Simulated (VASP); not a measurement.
Crystal: CaO.

```xyz
2
Lattice="0.0000 2.3976 2.4961 2.3976 0.0000 2.4961 2.3976 2.3976 0.0000" Properties=species:S:1:pos:R:3 pbc="T T T"
Ca    0.0000    0.0000    0.0000
O     2.3976    2.3976    2.4961
```

This cell differs from its parent crystal: uniaxial z strain +4.1%.

Base run:

```yaml
Program: VASP 6.6.1
Functional: PBE
Potentials_or_basis: VASP PAW PBE potentials, release 64 (Ca_sv, O)
Cutoff: 520 eV
k_mesh: 10 × 10 × 10
Occupations: fermi-dirac, width 0.02 eV
Spin: no spin polarisation
```

Its results: band gap on the k mesh 3.58 eV, indirect (least direct gap 3.99 eV); pressure -1.0 GPa.

Task: The run is repeated on the same cell with these changes: functional from PBE to r2SCAN; occupations from fermi-dirac, width 0.02 eV to gaussian, width 0.01 eV. What comes out?

Result: Band gap on the k mesh 4.13 eV, indirect (least direct gap 4.54 eV); pressure -3.0 GPa.

Caveats: the PAW data sets were made with another functional, which shifts forces and pressure a little (some runs).

A k mesh can miss the band edges.
